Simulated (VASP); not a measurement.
Wanted: the native input for a VASP 6.6.1 run.

| Quantity | Value |
| --- | --- |
| Task | single point |
| Functional | PBE |
| Potentials or basis | VASP PAW PBE potentials, release 64 (Ge_d, Sb, Te) |
| Cutoff | 520 eV |
| k mesh | 3 × 3 × 3 |
| Occupations | gaussian, width 0.1 eV |
| Spin | no spin polarisation |
| Dipole correction | no |
| Further INCAR settings | ALGO = Normal; EDIFF = 1e-07; NBANDS = 26 |

The structure of GeSbTe3 lies in POSCAR:

```
GeSbTe3
1.0
    2.1034800504      1.2144447733      9.8714625907
   -2.1034800504      1.2144447733      9.8714625907
    0.0000000000     -2.4288895466      9.8714625907
Ge Sb Te
1 1 3
Direct
    0.5978230000      0.5978230000      0.5978230000
    0.3977000000      0.3977000000      0.3977000000
    0.9983600000      0.9983600000      0.9983600000
    0.7925750000      0.7925750000      0.7925750000
    0.2135430000      0.2135430000      0.2135430000
```

These files were run (other wordings do the same):

INCAR

```
SYSTEM = GeSbTe3
  PREC = Accurate
  ENCUT = 520
  EDIFF = 1E-7
  ISMEAR = 0
  SIGMA = 0.1
  LREAL = .FALSE.
  LASPH = .TRUE.
  NELM = 100
  ALGO = Normal
  ISIF = 2
  LWAVE = .FALSE.
  LCHARG = .FALSE.
  GGA = PE
  NBANDS = 26
```

KPOINTS

```
regular mesh
0
G
  3 3 3
  0 0 0
```

Potentials or basis: VASP PAW PBE potentials, release 64 (Ge_d, Sb, Te).

Run with:

```console
$ cat potpaw_PBE.64/Ge_d/POTCAR potpaw_PBE.64/Sb/POTCAR potpaw_PBE.64/Te/POTCAR > POTCAR
$ mpirun -np 1 vasp_std > vasp.out
```

Results of the run:

```json
{"Pressure": "0.1 GPa", "Largest force": "0.291 eV/Å"}
```

Caveat: the k points lie up to 0.58 Å⁻¹ apart.

Wall time 89 s on 1 thread of Intel(R) Xeon(R) 6975P-C (Granite Rapids), on a shared host, peak memory 0.9 GiB.
